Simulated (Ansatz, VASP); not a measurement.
Li3P2: VASP beside Ansatz

```
Li P
1.0
     4.03065   -2.13626   -0.01586
     4.03065    2.13626   -0.01586
    -1.58506    0.00000    4.83278
Li P
3 2
Direct
  0.03466 0.03466 0.91647
  0.67384 0.67384 0.72811
  0.32022 0.32022 0.32023
  0.60237 0.60237 0.19818
  0.36610 0.36610 0.83701
```

Change from the starting cell: the structure that the rattled anti-A-type sesquioxide type (P-3m1, No. 164) fell into.

Alike in both runs: functional PBE; k mesh 10 × 10 × 8; occupations gaussian, width 0.1 eV; no spin polarisation.

Ansatz relaxed the structure, and its values are those at the end. VASP's run is a single point on that final structure, the one shown.

|  | VASP | Ansatz |
| --- | --- | --- |
| version | VASP 6.6.1 | Ansatz 0.2.0 |
| potentials or method | VASP PAW PBE potentials, release 64 (Li_sv, P), cutoff 520 eV | scalar-relativistic, plane waves, PAW |
| valence electrons in the cell | 19 | 19 |

|  | VASP | Ansatz | Ansatz less VASP |
| --- | --- | --- | --- |
| gap on the k mesh at the Fermi level (eV) | none | none | - |
| rms of the force components (eV/Å) | 0.017 | 0.002 | -0.0146 |

A gap of «none» marks a metal or a gap that the smearing closes.

Noted on VASP's run: the cutoff is under 1.25 times that of the potentials, so the pressure is a little rough.
